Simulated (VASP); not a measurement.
Set up this calculation in VASP 6.6.1, as the native input.

```
Task                   : single point
Functional             : PBE
Potentials or basis    : VASP PAW PBE potentials, release 64 (Co, O)
Cutoff                 : 520 eV
k mesh                 : 12 × 12 × 12
Occupations            : gaussian, width 0.02 eV
Spin                   : no spin polarisation
Hubbard terms          : Co d U = 3.32 eV
Dipole correction      : no
Further INCAR settings : ALGO = Normal; EDIFF = 1e-06; NBANDS = 14
```

The structure of CoO lies in POSCAR:

```
CoO
1.0
    1.4642028572      0.8453579138      2.3730456458
   -1.4642028572      0.8453579138      2.3730456458
    0.0000000000     -1.6907158275      2.3730456458
Co O
1 1
Direct
    0.0000000000      0.0000000000      0.0000000000
    0.5000000000      0.5000000000      0.5000000000
```

These files were run (other wordings do the same):

INCAR

```
SYSTEM = CoO
PREC = Accurate ; ENCUT = 520
EDIFF = 1E-6 ; ISMEAR = 0
SIGMA = 0.02 ; LREAL = .FALSE.
LASPH = .TRUE. ; NELM = 150
ALGO = Normal ; ISIF = 2
LWAVE = .FALSE. ; LCHARG = .FALSE.
LMAXMIX = 4 ; LDAU = .TRUE.
LDAUTYPE = 2 ; LDAUL = 2 -1
LDAUU = 3.32 0 ; LDAUJ = 0 0
LDAUPRINT = 1 ; GGA = PE
NBANDS = 14
```

KPOINTS

```
regular mesh
0
G
  12 12 12
  0 0 0
```

Potentials or basis: VASP PAW PBE potentials, release 64 (Co, O).

Command:

```console
$ cat potpaw_PBE.64/Co/POTCAR potpaw_PBE.64/O/POTCAR > POTCAR
$ mpirun -np 1 vasp_std > vasp.out
```

It gave:

| Item | Value |
| --- | --- |
| Pressure | -5.6 GPa |
| Band gap on the k mesh | zero (an odd number of electrons rules out a gap without spin polarisation) |

Caveat: the cell stands under tension; an odd number of electrons without spin polarisation forces a metal; a magnetic or distorted state may lie lower; the run has no spin polarisation, though such a crystal can be magnetic; U without spin polarisation on a metal has little footing.

Wall time 70 s on 1 thread of Intel Xeon 8259CL, with other jobs on the host, peak memory 0.18 GiB.
